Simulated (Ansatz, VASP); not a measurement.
## One calculation of CdI2, two programs

```
CELL_PARAMETERS angstrom
4.29101 0.00000 0.00000
-2.14551 3.71612 0.00000
0.00000 0.00000 7.30358
ATOMIC_POSITIONS crystal
Cd 0.00000 0.00000 0.00000
I 0.33333 0.66667 0.23579
I 0.66667 0.33333 0.76421
```

Alike in both runs: task single point; functional LDA; k mesh 6 × 6 × 2; occupations gaussian, width 0.1 eV; no spin polarisation.

```csv
,VASP,Ansatz
version,VASP 6.6.1,Ansatz 0.2.0
potentials or method,"VASP PAW LDA potentials, release 64 (Cd, I), cutoff 500 eV","scalar-relativistic, plane waves, PAW"
valence electrons in the cell,26,54
```

VASP gave:

* gap on the k mesh at the Fermi level (eV): 2.22
* least direct gap on the mesh (eV): 2.29
* pressure (GPa): -2.5
* traceless stress, the component that is largest in VASP (GPa): 0.06
* rms of the force components (eV/Å): 0.153

Question: Estimate Ansatz's values.

Answer: gap on the k mesh at the Fermi level (eV): 2.20; least direct gap on the mesh (eV): 2.27; pressure (GPa): -2.6; traceless stress, the component that is largest in VASP (GPa): 0.08; rms of the force components (eV/Å): 0.167.

LDA's correlation is that of Perdew and Zunger in VASP and of Perdew and Wang (1992) in Ansatz. Atom by atom the forces differ by 0.013 eV/Å (rms over components). VASP's potentials hold 26 valence electrons a cell and Ansatz's 54, so a difference there can come from the potentials and not from the codes.

The k mesh is coarse, so the values compare programs but aren't converged. Neither program's run includes spin-orbit coupling.
